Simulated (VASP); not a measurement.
Al3GaN4: single point with PBEsol

Al3GaN4:

```
Al Ga N
1.0
     5.04341    0.00000    0.00011
     0.00000    3.13007    0.00000
    -0.00324    0.00000    5.41799
Al Ga N
3 1 4
Direct
  0.49937 0.50000 0.14520
  0.98895 0.50000 0.83537
  0.00881 0.00000 0.33569
  0.50266 0.00000 0.67748
  0.10951 0.00000 0.67454
  0.12116 0.50000 0.16083
  0.62456 0.50000 0.82599
  0.62045 0.00000 0.31631
```

This cell differs from its parent crystal: mode 10 (414.8 1/cm) frozen in, largest displacement -0.120 Å.

```
Program                : VASP 6.6.1
Task                   : single point
Functional             : PBEsol
Potentials or basis    : VASP PAW PBE potentials, release 64 (Al, Ga_d, N)
Cutoff                 : 520 eV
k mesh                 : 6 × 8 × 4
Occupations            : gaussian, width 0.05 eV
Spin                   : no spin polarisation
Dipole correction      : no
Further INCAR settings : ALGO = Normal; EDIFF = 1e-07; NBANDS = 31
```

```json
{
  "Pressure": "0.9 GPa",
  "Largest force": "2.632 eV/Å",
  "Band gap on the k mesh": "3.33 eV, direct"
}
```

Forces on the atoms (eV/Å):
```
Al  -0.033  0.000  2.139
Al   1.189  0.000 -0.009
Al  -0.555  0.000 -0.434
Ga  -0.901  0.000 -2.473
N    0.061  0.000 -0.391
N    0.062  0.000  0.320
N    0.022  0.000  0.599
N    0.155  0.000  0.248
```

Stress tensor (GPa, compression positive):
```
 0.36  0.00  0.56
 0.00  2.96  0.00
 0.56  0.00 -0.68
```

Levels at points of the mesh, in eV from the valence-band top:
```
           k point  band 19  band 20  band 21  band 22  band 23  band 24
(0.00, 0.00, 0.00)    -0.17    -0.01     0.00     3.33     5.19     5.58
(0.50, 0.00, 0.00)    -0.62    -0.35    -0.31     4.71     5.11     5.62
(0.00, 0.50, 0.00)    -1.80    -1.74    -1.40     5.44     5.91     7.45
(0.50, 0.50, 0.00)    -1.08    -1.06    -0.70     5.73     6.41     6.45
(0.00, 0.00, 0.50)    -0.67    -0.22    -0.15     5.20     5.85     6.78
(0.50, 0.00, 0.50)    -1.20    -1.01    -0.61     5.55     6.02     6.35
(0.00, 0.50, 0.50)    -1.80    -0.93    -0.58     4.95     5.49     5.71
(0.50, 0.50, 0.50)    -1.25    -1.24    -0.90     4.48     4.65     4.93
```

Wall time 2.5 min on 1 thread of Intel Xeon 6975P-C, with other jobs on the host, peak memory 0.3 GiB.

Caveat: the cell differs from its parent crystal (mode 10 (414.8 1/cm) frozen in, largest displacement -0.120 Å); the PAW data sets were made with another functional, which shifts forces and pressure a little. A k mesh can miss the band edges.
